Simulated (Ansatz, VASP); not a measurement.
# Two plane-wave programs on Te2Mo

INCAR

```
SYSTEM = Te2Mo
PREC = Accurate
ENCUT = 520
EDIFF = 1E-6
ISMEAR = 0
SIGMA = 0.1
LREAL = .FALSE.
LASPH = .TRUE.
NELM = 150
ALGO = Normal
ISIF = 2
LWAVE = .FALSE.
LCHARG = .FALSE.
ISPIN = 2
MAGMOM = 0 0 0 0 1 1
LORBIT = 11
LMAXMIX = 4
GGA = PE
NBANDS = 39
```

KPOINTS

```
Automatic mesh
0
G
  4 4 4
  0 0 0
```

Contents of POSCAR:

```
Te2Mo
1.0
    7.0280375747      0.0000000000      0.0000000000
    0.0000000000      7.0280375747      0.0000000000
    0.0000000000      0.0000000000      4.8182594643
Te Mo
4 2
Direct
    0.2898033637      0.0000000000      0.0000000000
    0.7101966363      0.0000000000      0.0000000000
    0.0000000000      0.7101966363      0.0000000000
    0.0000000000      0.2898033637      0.0000000000
    0.5000000000      0.5000000000      0.3020112632
    0.5000000000      0.5000000000      0.6979887368
```

Input for Ansatz:

```yaml
crystal:
  lattice:
    - [7.0280374873, 0.0, 0.0]
    - [0.0, 7.0280374873, 0.0]
    - [0.0, 0.0, 4.8182594057]
  atoms:
    - { symbol: Te, position: [0.2898033768, 0.0, 0.0] }
    - { symbol: Te, position: [0.7101966232, 0.0, 0.0] }
    - { symbol: Te, position: [0.0, 0.7101966232, 0.0] }
    - { symbol: Te, position: [0.0, 0.2898033768, 0.0] }
    - { symbol: Mo, position: [0.5, 0.5, 0.3020112612], spin: 1.0 }
    - { symbol: Mo, position: [0.5, 0.5, 0.6979887388], spin: 1.0 }
basis:
  ecutwfc: 420
kpoints:
  mp_grid: { grid: [4, 4, 4] }
hamiltonian:
  xc: pbe
scf:
  occupations: { method: gaussian, width: 0.1 }
  lower_state_search: "off"
output:
  forces: true
  stress: true
  eigenvalues: true
  populations: true
magnetization:
  spin_polarized: true
```

Alike in both runs: task single point; functional PBE; k mesh 4 × 4 × 4; occupations gaussian, width 0.1 eV; collinear spin.

```csv
,VASP,Ansatz
version,VASP 6.6.1,Ansatz 0.2.0
potentials or method,"VASP PAW PBE potentials, release 64 (Te, Mo_sv), cutoff 520 eV","scalar-relativistic, plane waves, PAW"
valence electrons in the cell,52,92
```

|  | VASP | Ansatz | Ansatz less VASP |
| --- | --- | --- | --- |
| gap on the k mesh at the Fermi level (eV) | none | none | - |
| pressure (GPa) | 0.5 | 0.1 | -0.41 |
| traceless stress, the component that is largest in VASP (GPa) | 0.73 | -0.13 | -0.856 |
| rms of the force components (eV/Å) | 0.338 | 0.006 | -0.3324 |
| net moment per atom (μB) | 0.00 | 0.00 | 0.000 |

Atom by atom the forces differ by 0.343 eV/Å (rms over components). A gap of «none» marks a metal or a gap that the smearing closes. One of these differences is far larger than is usual between the two programs; its cause wasn't traced. VASP's potentials hold 52 valence electrons a cell and Ansatz's 92, so a difference there can come from the potentials and not from the codes. Ansatz's warnings: seeded moment not kept.

Neither program's run includes spin-orbit coupling.
